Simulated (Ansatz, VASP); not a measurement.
**CaO: VASP beside Ansatz**

```
CELL_PARAMETERS angstrom
0.00000 2.60673 2.60673
2.60673 0.00000 2.60673
2.60673 2.60673 0.00000
ATOMIC_POSITIONS crystal
Ca 0.00000 0.00000 0.00000
O 0.25000 0.25000 0.25000
```

Alike in both runs: task single point; functional PBE-based screened hybrid with a share of 0.05 of exact exchange and HFSCREEN = 0.1; k mesh 4 × 4 × 4; no spin polarisation.

|  | VASP | Ansatz |
| --- | --- | --- |
| version | VASP 6.6.1 | Ansatz 0.2.0 |
| potentials or method | VASP PAW PBE potentials, release 64 (Ca_sv, O) | plane waves |
| plane-wave cutoff (eV) | 520 | 420 |
| occupations | gaussian, width 0.01 eV | fixed |
| valence electrons in the cell | 16 | 16 |

Ansatz gave:

* gap on the k mesh at the Fermi level (eV): 3.67
* pressure (GPa): 1.1

Task: Estimate VASP's values.

Result: gap on the k mesh at the Fermi level (eV): 3.67; pressure (GPa): 1.6.

VASP's potentials were made for PBE, not for PBE-based screened hybrid. Ansatz's warnings: stress exchange threshold loose, stress scf threshold loose.

The k mesh is coarse, so the values compare programs but aren't converged.
